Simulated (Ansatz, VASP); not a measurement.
# NaCl: VASP beside Ansatz

Contents of INCAR:

```
SYSTEM = NaCl
PREC     = Accurate       ! precision mode
ENCUT    = 520            ! plane-wave cutoff, eV
EDIFF    = 1E-6           ! SCF threshold, eV
ISMEAR   = 0              ! smearing method
SIGMA    = 0.05           ! smearing width, eV
LREAL    = .FALSE.        ! projectors in reciprocal space
LASPH    = .TRUE.         ! aspherical terms in the spheres
NELM     = 60             ! most SCF steps
ALGO     = Normal         ! electronic algorithm
ISIF     = 2              ! what is computed and relaxed
LWAVE    = .FALSE.        ! write WAVECAR
LCHARG   = .FALSE.        ! write CHGCAR
GGA      = PE             ! functional
NBANDS   = 14             ! bands
```

Contents of KPOINTS:

```
regular mesh
0
G
  8 8 8
  0 0 0
```

POSCAR

```
NaCl
1.0
    0.0000000000      2.6052100000      3.0582900000
    2.6052100000      0.0000000000      3.0582900000
    2.6052100000      2.6052100000      0.0000000000
Na Cl
1 1
Direct
    0.0000000000      0.0000000000      0.0000000000
    0.5000000000      0.5000000000      0.5000000000
```

Input for Ansatz:

```yaml
crystal:
  lattice:
    - [0.0, 2.60521, 3.05829]
    - [2.60521, 0.0, 3.05829]
    - [2.60521, 2.60521, 0.0]
  atoms:
    - { symbol: Na, position: [0.0, 0.0, 0.0] }
    - { symbol: Cl, position: [0.5, 0.5, 0.5] }
basis:
  ecutwfc: 420
kpoints:
  mp_grid: { grid: [8, 8, 8] }
hamiltonian:
  xc: pbe
scf:
  occupations: { method: gaussian, width: 0.05 }
output:
  forces: true
  stress: true
  eigenvalues: true
```

Change from the starting cell: strain -0.080 along x and y, +0.080 along z, atoms carried along.

Alike in both runs: task single point; functional PBE; k mesh 8 × 8 × 8; occupations gaussian, width 0.05 eV; no spin polarisation.

|  | VASP | Ansatz |
| --- | --- | --- |
| version | VASP 6.6.1 | Ansatz 0.2.0 |
| potentials or method | VASP PAW PBE potentials, release 64 (Na_pv, Cl), cutoff 520 eV | scalar-relativistic, plane waves, PAW |
| valence electrons in the cell | 14 | 16 |

|  | VASP | Ansatz | Ansatz less VASP |
| --- | --- | --- | --- |
| gap on the k mesh at the Fermi level (eV) | 5.42 | 5.42 | +0.003 |
| least direct gap on the mesh (eV) | 5.42 | 5.42 | +0.003 |
| pressure (GPa) | 5.2 | 5.2 | 0.00 |
| traceless stress, the component that is largest in VASP (GPa) | -5.80 | -5.75 | +0.049 |

VASP's potentials hold 14 valence electrons a cell and Ansatz's 16, so a difference there can come from the potentials and not from the codes.
